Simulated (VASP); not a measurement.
# BaTiO3 (Pm-3m) in VASP: further runs

Runs on BaTiO3. Level: LDA. Tasks: single point.

Everything below comes from runs of VASP 6.6.1. Logs are shortened: lines on timing, memory, paths and dates and some standing lists are left out, and cuts for length are marked.

### 1 The cell of the first run

It takes space group Pm-3m (No. 221, cubic). The conventional cell has a = 4.006 Å, b = 4.006 Å, c = 4.006 Å, α = 90.00°, β = 90.00°, γ = 90.00°. Within 3.7 Å of Ba (site symmetry m-3m) lie 12 O at 2.83 Å and 8 Ti at 3.47 Å. Ti (site symmetry m-3m) has 6 O at 2.00 Å within 2.7 Å. O (site symmetry 4/mmm) has 2 Ti at 2.00 Å within 2.7 Å.

### 2 Single point, LDA

The input, INCAR:

```
SYSTEM = BaTiO3
PREC = Accurate ; ENCUT = 520
EDIFF = 1E-6 ; ISMEAR = 0
SIGMA = 0.01 ; LREAL = .FALSE.
LASPH = .TRUE. ; NELM = 80
ALGO = Normal ; ISIF = 2
LWAVE = .FALSE. ; LCHARG = .TRUE.
LELF = .TRUE. ; LVHAR = .TRUE.
NBANDS = 28
```

The input, KPOINTS:

```
regular mesh
0
G
  3 3 3
  0 0 0
```

The input, POSCAR:

```
BaTiO3
1.0
    4.0060000000      0.0000000000      0.0000000000
    0.0000000000      4.0060000000      0.0000000000
    0.0000000000      0.0000000000      4.0060000000
Ba Ti O
1 1 3
Direct
    0.5000000000      0.5000000000      0.5000000000
    0.0000000000      0.0000000000      0.0000000000
    0.5000000000      0.0000000000      0.0000000000
    0.0000000000      0.5000000000      0.0000000000
    0.0000000000      0.0000000000      0.5000000000
```

Potentials or basis: VASP PAW LDA potentials, release 64 (Ba_sv, Ti_sv, O).

Run with:

```bash
$ cat potpaw_LDA.64/Ba_sv/POTCAR potpaw_LDA.64/Ti_sv/POTCAR potpaw_LDA.64/O/POTCAR > POTCAR
$ mpirun -np 1 vasp_std > vasp.out
```

OUTCAR:

```text
SYSTEM = BaTiO3
   PREC = Accurate
   ENCUT = 520
   EDIFF = 1E-6
   ISMEAR = 0
   LREAL = .FALSE.
   LASPH = .TRUE.
   NELM = 80
   ISIF = 2

 ion  position               nearest neighbor table
   1  0.500  0.500  0.500-   3 2.83   4 2.83   5 2.83   3 2.83   4 2.83   3 2.83   5 2.83   3 2.83
                             4 2.83   5 2.83   4 2.83   5 2.83   2 3.47   2 3.47   2 3.47   2 3.47
   2  0.000  0.000  0.000-   3 2.00   4 2.00   5 2.00   5 2.00   4 2.00   3 2.00   1 3.47   1 3.47
                             1 3.47   1 3.47   1 3.47   1 3.47   1 3.47   1 3.47
   3  0.500  0.000  0.000-   2 2.00   2 2.00   1 2.83   1 2.83   1 2.83   1 2.83
   4  0.000  0.500  0.000-   2 2.00   2 2.00   1 2.83   1 2.83   1 2.83   1 2.83
   5  0.000  0.000  0.500-   2 2.00   2 2.00   1 2.83   1 2.83   1 2.83   1 2.83

  LATTYP: Found a simple cubic cell.
 ALAT       =     4.0060000000

  Lattice vectors:

 A1 = (   4.0060000000,   0.0000000000,   0.0000000000)
 A2 = (   0.0000000000,   4.0060000000,   0.0000000000)
 A3 = (   0.0000000000,   0.0000000000,   4.0060000000)

Analysis of symmetry for initial positions (statically):
=====================================================================
 Subroutine PRICEL returns:
 Original cell was already a primitive cell.

 Routine SETGRP: Setting up the symmetry group for a
 simple cubic supercell.

 Subroutine GETGRP returns: Found 48 space group operations
 (whereof 48 operations were pure point group operations)
 out of a pool of 48 trial point group operations.

The static configuration has the point symmetry O_h .

Analysis of symmetry for dynamics (positions and initial velocities):
=====================================================================
 Subroutine PRICEL returns:
 Original cell was already a primitive cell.

 Routine SETGRP: Setting up the symmetry group for a
 simple cubic supercell.

 Subroutine GETGRP returns: Found 48 space group operations
 (whereof 48 operations were pure point group operations)
 out of a pool of 48 trial point group operations.

The dynamic configuration has the point symmetry O_h .

 Subroutine INISYM returns: Found 48 space group operations
 (whereof 48 operations are pure point group operations),
 and found     1 'primitive' translations

----------------------------------------------------------------------------------------

                                     Primitive cell

  volume of cell :      64.2884

  direct lattice vectors                    reciprocal lattice vectors
     4.006000000  0.000000000  0.000000000     0.249625562  0.000000000  0.000000000
     0.000000000  4.006000000  0.000000000     0.000000000  0.249625562  0.000000000
     0.000000000  0.000000000  4.006000000     0.000000000  0.000000000  0.249625562

  length of vectors
     4.006000000  4.006000000  4.006000000     0.249625562  0.249625562  0.249625562

  position of ions in fractional coordinates (direct lattice)
     0.500000000  0.500000000  0.500000000
     0.000000000  0.000000000  0.000000000
     0.500000000  0.000000000  0.000000000
     0.000000000  0.500000000  0.000000000
     0.000000000  0.000000000  0.500000000

  ion indices of the primitive-cell ions
   primitive index   ion index
                 1           1
                 2           2
                 3           3
                 4           4
                 5           5

----------------------------------------------------------------------------------------

 KPOINTS: regular mesh

Automatic generation of k-mesh.
 Grid dimensions read from file:
 generate k-points for:    3    3    3

 Generating k-lattice:

  Cartesian coordinates                     Fractional coordinates (reciprocal lattice)
     0.083208521  0.000000000  0.000000000     0.333333333  0.000000000  0.000000000
     0.000000000  0.083208521  0.000000000     0.000000000  0.333333333  0.000000000
     0.000000000  0.000000000  0.083208521     0.000000000  0.000000000  0.333333333

  Length of vectors
     0.083208521  0.083208521  0.083208521

  Shift w.r.t. Gamma in fractional coordinates (k-lattice)
     0.000000000  0.000000000  0.000000000

 Subroutine IBZKPT returns following result:
 ===========================================

 Found      4 irreducible k-points:

 Following reciprocal coordinates:
            Coordinates               Weight
  0.000000  0.000000  0.000000      1.000000
  0.333333  0.000000  0.000000      6.000000
  0.333333  0.333333  0.000000     12.000000
  0.333333  0.333333  0.333333      8.000000
   k-points           NKPTS =      4   k-points in BZ     NKDIM =      4   number of bands    NBANDS=     28
   number of dos      NEDOS =    301   number of ions     NIONS =      5
   total plane-waves  NPLWV =  27000
   dimension x,y,z NGX =    30 NGY =   30 NGZ =   30
   dimension x,y,z NGXF=    60 NGYF=   60 NGZF=   60
   ions per type =               1   1   3
   NGX,Y,Z   is equivalent  to a cutoff of  12.45, 12.45, 12.45 a.u.
   NGXF,Y,Z  is equivalent  to a cutoff of  24.90, 24.90, 24.90 a.u.
 SYSTEM =  BaTiO3
   PREC   = accura    normal or accurate (medium, high low for compatibility)
   ISTART =      0    job   : 0-new  1-cont  2-samecut
   ICHARG =      2    charge: 1-file 2-atom 10-const
   ISPIN  =      1    spin polarized calculation?
   LNONCOLLINEAR =      F non collinear calculations
   LSORBIT =      F    spin-orbit coupling
   LASPH  =      T    aspherical Exc in radial PAW
   ENCUT  =  520.0 eV  38.22 Ry    6.18 a.u.   7.45  7.45  7.45*2*pi/ulx,y,z
   NELM   =     80;   NELMIN=  2; NELMDL= -5     # of ELM steps
   EDIFF  = 0.1E-05   stopping-criterion for ELM
   LREAL  =      F    real-space projection
   EDIFFG = 0.1E-04   stopping-criterion for IOM
   NSW    =      0    number of steps for IOM
   IBRION =     -1    ionic relax: 0-MD 1-quasi-New 2-CG
   NFREE  =      0    steps in history (QN), initial steepest desc. (CG)
   ISIF   =      2    stress and relaxation
   ISYM   =      2    0-nonsym 1-usesym 2-fastsym
   POTIM  = 0.5000    time-step for ionic-motion
   TEBEG  =    0.0;   TEEND  =   0.0 temperature during run
   PSTRESS=    0.0 pullay stress
   NELECT =      40.0000    total number of electrons
   NUPDOWN=      -1.0000    fix difference up-down
   EMIN   =  10.00;   EMAX   =-10.00  energy-range for DOS
   EFERMI =   0.00;   METHOD = LEGACY
   ISMEAR =     0;   SIGMA  =   0.01  broadening in eV -4-tet -1-fermi 0-gaus
   EFERMI_NEDOS =   21; number of points for ismear=-14 and -15
   IALGO  =     38    algorithm
   IMIX   =      4    mixing-type and parameters
     AMIX     =   0.40;   BMIX     =  1.00
     AMIX_MAG =   1.60;   BMIX_MAG =  1.00
  volume/ion in A,a.u.               =      12.86        86.77
  Fermi-wavevector in a.u.,A,eV,Ry     =   1.397603  2.641087 26.576187  1.953295
  Thomas-Fermi vector in A             =   2.520843
   LORBIT       =      0    0 simple, 1 ext, 2 COOP (PROOUT), +10 PAW based schemes
   GGA     = CA    functional components
   LHFCALC =     F    Hartree Fock is set to
   AEXX    =    0.0000 exact exchange contribution
   IVDW    =     0    specifies the selected vdW correction
   LEPSILON=     F    determine dielectric tensor
   LRPA    =     F    only Hartree local field effects (RPA)
 non-spin polarized calculation
 Gauss-broadening in eV      SIGMA  =   0.01
  energy-cutoff  :      520.00
  volume of cell :       64.29
 maximum number of plane-waves:      1743
 NGX is ok and might be reduce to    30
   NGX = 15   NGY = 15   NGZ = 15

 number of electron      39.9999976 magnetization

 Free energy of the ion-electron system (eV)
  ---------------------------------------------------
  ext. energy  EPLUGINS =         0.00000000
  ---------------------------------------------------
  free energy    TOTEN  =       -43.99549358 eV

  energy without entropy =      -43.99549358  energy(sigma->0) =      -43.99549358

 E-fermi :   3.5143     XC(G=0): -11.7242

 val. band max:        3.3813085106   @ k =   0.0000   0.0000   0.0000
 cond. band min:       5.0968612183   @ k =   0.0000   0.0000   0.0000
 fundamental gap:      1.7155527076
 Fermi energy:         3.5142611034

 k-point     1 :       0.0000    0.0000    0.0000
  band No.  band energies     occupation
      1     -52.4806      2.00000
      2     -29.0888      2.00000
      3     -29.0888      2.00000
      4     -29.0888      2.00000
      5     -21.1534      2.00000
      6     -13.0532      2.00000
      7     -12.3450      2.00000
      8     -12.3450      2.00000
      9      -6.3724      2.00000
     10      -6.3724      2.00000
     11      -6.3724      2.00000
     12       1.2054      2.00000
     13       1.2054      2.00000
     14       1.2054      2.00000
     15       2.4156      2.00000
     16       2.4156      2.00000
     17       2.4156      2.00000
     18       3.3813      2.00000
     19       3.3813      2.00000
     20       3.3813      2.00000
     21       5.0969      0.00000
     22       5.0969      0.00000
     23       5.0969      0.00000
     24       7.3567      0.00000
     25       7.3567      0.00000
     26       8.3981      0.00000
     27       8.3981      0.00000
     28      10.6813      0.00000

 k-point     2 :       0.3333    0.0000    0.0000
  band No.  band energies     occupation
      1     -52.4798      2.00000
      2     -29.1281      2.00000
      3     -29.0872      2.00000
      4     -29.0872      2.00000
      5     -21.0627      2.00000
      6     -13.2139      2.00000
      7     -12.3146      2.00000
      8     -12.1565      2.00000
      9      -6.2425      2.00000
     10      -6.2425      2.00000
     11      -6.0256      2.00000
     12      -0.1026      2.00000
     13       0.8658      2.00000
     14       0.8658      2.00000
     15       1.7381      2.00000
     16       1.7507      2.00000
     17       1.7507      2.00000
     18       1.8708      2.00000
     19       2.9154      2.00000
     20       2.9154      2.00000
     21       5.2156      0.00000
     22       6.5104      0.00000
     23       6.5104      0.00000
     24       7.3638      0.00000
     25       9.0058      0.00000
     26       9.9402      0.00000
     27      10.2057      0.00000
     28      11.7305      0.00000

 k-point     3 :       0.3333    0.3333    0.0000
  band No.  band energies     occupation
      1     -52.4790      2.00000
      2     -29.1260      2.00000
      3     -29.1254      2.00000
      4     -29.0856      2.00000
      5     -20.9959      2.00000
      6     -12.9301      2.00000
      7     -12.3133      2.00000
      8     -12.2173      2.00000
      9      -6.3809      2.00000
     10      -6.1631      2.00000
     11      -6.0896      2.00000
     12      -0.4212      2.00000
     13       0.0419      2.00000
     14       0.0445      2.00000
     15       0.8583      2.00000
     16       1.0629      2.00000
     17       2.0989      2.00000
     18       2.1627      2.00000
     19       2.5662      2.00000
     20       3.1843      2.00000
     21       6.4828      0.00000
     22       6.5759      0.00000
     23       6.8819      0.00000
     24       8.0979      0.00000
     25      10.2425      0.00000
     26      10.8236      0.00000
     27      11.9183      0.00000
     28      12.0606      0.00000

 k-point     4 :       0.3333    0.3333    0.3333
  band No.  band energies     occupation
      1     -52.4782      2.00000
      2     -29.1241      2.00000
      3     -29.1235      2.00000
      4     -29.1235      2.00000
      5     -20.9391      2.00000
      6     -12.5602      2.00000
      7     -12.1979      2.00000
      8     -12.1979      2.00000
      9      -6.7828      2.00000
     10      -6.7828      2.00000
     11      -6.3204      2.00000
     12      -0.4695      2.00000
     13       0.0297      2.00000
     14       0.0297      2.00000
     15       0.4901      2.00000
     16       1.0432      2.00000
     17       1.0432      2.00000
     18       2.9713      2.00000
     19       2.9713      2.00000
     20       3.2229      2.00000
     21       7.0778      0.00000
     22       7.0778      0.00000
     23       7.0826      0.00000
     24      10.1674      0.00000
     25      10.1674      0.00000
     26      11.2439      0.00000
     27      11.2665      0.00000
     28      11.2665      0.00000

------------------------ aborting loop because EDIFF is reached ----------------------------------------

  FORCE on cell =-STRESS in cart. coord.  units (eV):
  Direction    XX          YY          ZZ          XY          YZ          ZX
  --------------------------------------------------------------------------------------
  -------------------------------------------------------------------------------------
  Total       -2.8061031     -2.8061031     -2.8061031     -0.0000000      0.0000000      0.0000000
  in kB      -69.9328725    -69.9328725    -69.9328725     -0.0000000      0.0000000      0.0000000
  external PRESSURE =     -69.9328725 kB  Pullay stress =       0.0000000 kB

 VOLUME and BASIS-vectors are now :
 -----------------------------------------------------------------------------
  energy-cutoff  :      520.00
  volume of cell :       64.29
      direct lattice vectors                 reciprocal lattice vectors
     4.006000000  0.000000000  0.000000000     0.249625562  0.000000000  0.000000000
     0.000000000  4.006000000  0.000000000     0.000000000  0.249625562  0.000000000
     0.000000000  0.000000000  4.006000000     0.000000000  0.000000000  0.249625562

 POSITION                                       TOTAL-FORCE (eV/Angst)
 -----------------------------------------------------------------------------------
      2.00300      2.00300      2.00300         0.000000      0.000000      0.000000
      0.00000      0.00000      0.00000         0.000000      0.000000      0.000000
      2.00300      0.00000      0.00000         0.000000      0.000000      0.000000
      0.00000      2.00300      0.00000         0.000000      0.000000      0.000000
      0.00000      0.00000      2.00300         0.000000      0.000000      0.000000
 -----------------------------------------------------------------------------------
    total drift:                                0.000000     -0.000000      0.000000

  FREE ENERGIE OF THE ION-ELECTRON SYSTEM (eV)
  ---------------------------------------------------
  free  energy   TOTEN  =       -43.9954935841 eV

  energy  without entropy=      -43.9954935841  energy(sigma->0) =      -43.99549358
```

It took 5.3 s on 1 thread of Intel Xeon 6975P-C (Granite Rapids), shared host; peak memory 0.15 GiB.

Results:

```
Free energy            : -43.9955 eV
Pressure               : -7.0 GPa
Band gap on the k mesh : 1.72 eV
```

Caveat: the k points lie up to 0.52 Å⁻¹ apart; spin-orbit coupling is left out, which moves the levels of the heavy elements; an odd mesh through Γ misses points on the zone boundary, where band edges can lie. As with any semilocal functional, this LDA gap is likely too small.

### 3 Single point, LDA

The input, INCAR:

```
SYSTEM = BaTiO3
PREC = Accurate
ENCUT = 520
EDIFF = 1E-6
ISMEAR = 0
SIGMA = 0.01
LREAL = .False.
LASPH = .True.
NELM = 100
ALGO = Normal
ISIF = 2
LWAVE = .False.
LCHARG = .False.
GGA = CA
NBANDS = 28
```

The input, KPOINTS:

```
regular mesh
0
Gamma
  6 6 6
  0 0 0
```

POSCAR is that of step 2.

Potentials or basis: VASP PAW LDA potentials, release 64 (Ba_sv, Ti_sv, O).

Run with:

```bash
$ cat potpaw_LDA.64/Ba_sv/POTCAR potpaw_LDA.64/Ti_sv/POTCAR potpaw_LDA.64/O/POTCAR > POTCAR
$ mpirun -np 1 vasp_std > vasp.out
```

It took 17 s on 1 thread of Intel Xeon 6975P-C (Granite Rapids), shared host; peak memory 0.16 GiB.

It converged, with:

- Free energy: -44.0974 eV
- Pressure: -7.3 GPa
- Band gap on the k mesh: 1.65 eV (least direct gap 1.79 eV)

Levels at points of the mesh, in eV from the valence-band top:
```
           k point  band 17  band 18  band 19  band 20  band 21  band 22  band 23  band 24
(0.00, 0.00, 0.00)    -1.11    -0.14    -0.14    -0.14     1.65     1.65     1.65     3.92
(0.50, 0.00, 0.00)    -1.86    -1.86    -0.72    -0.72     1.81     3.44     3.44     3.93
(0.50, 0.50, 0.00)    -1.74    -0.87    -0.87    -0.09     3.45     3.45     3.86     4.77
(0.50, 0.50, 0.50)    -2.41     0.00     0.00     0.00     4.12     4.12     4.12     6.64
```

Caveat: the cell stands under tension; spin-orbit coupling is left out, which moves the levels of the heavy elements.

### 4 Single point, LDA

The input, INCAR:

```
ALGO     = Normal         # electronic algorithm
EDIFF    = 1E-7           # SCF threshold, eV
ENCUT    = 520            # plane-wave cutoff, eV
ISIF     = 2              # what is computed and relaxed
ISMEAR   = 0              # smearing method
LASPH    = T              # aspherical terms in the spheres
LCHARG   = F              # write CHGCAR
LREAL    = F              # projectors in reciprocal space
LWAVE    = F              # write WAVECAR
NBANDS   = 28             # bands
NELM     = 80             # most SCF steps
PREC     = Accurate       # precision mode
SIGMA    = 0.01           # smearing width, eV
```

The input, KPOINTS:

```
k-points
0
Gamma
  6 6 6
```

POSCAR is that of step 3.

Run with:

```bash
$ cat potpaw_LDA.64/Ba_sv/POTCAR potpaw_LDA.64/Ti_sv/POTCAR potpaw_LDA.64/O/POTCAR > POTCAR
$ mpirun -np 1 vasp_std > vasp.out
```

Wall time 18 s (1 thread of Intel Xeon 6975P-C (Granite Rapids), shared host); peak memory 0.16 GiB.

The run converged. Its results:

```yaml
Free_energy: -44.0974 eV
Pressure: -7.3 GPa
Band_gap_on_the_k_mesh: 1.65 eV (least direct gap 1.79 eV)
```

Levels at points of the mesh, in eV from the valence-band top:
| k point | band 17 | band 18 | band 19 | band 20 | band 21 | band 22 | band 23 | band 24 |
| --- | --- | --- | --- | --- | --- | --- | --- | --- |
| (0.00, 0.00, 0.00) | -1.11 | -0.14 | -0.14 | -0.14 | 1.65 | 1.65 | 1.65 | 3.92 |
| (0.50, 0.00, 0.00) | -1.86 | -1.86 | -0.72 | -0.72 | 1.81 | 3.44 | 3.44 | 3.93 |
| (0.50, 0.50, 0.00) | -1.74 | -0.87 | -0.87 | -0.09 | 3.45 | 3.45 | 3.86 | 4.77 |
| (0.50, 0.50, 0.50) | -2.41 | 0.00 | 0.00 | 0.00 | 4.12 | 4.12 | 4.12 | 6.64 |

Caveat: the cell stands under tension; spin-orbit coupling is left out, which moves the levels of the heavy elements.
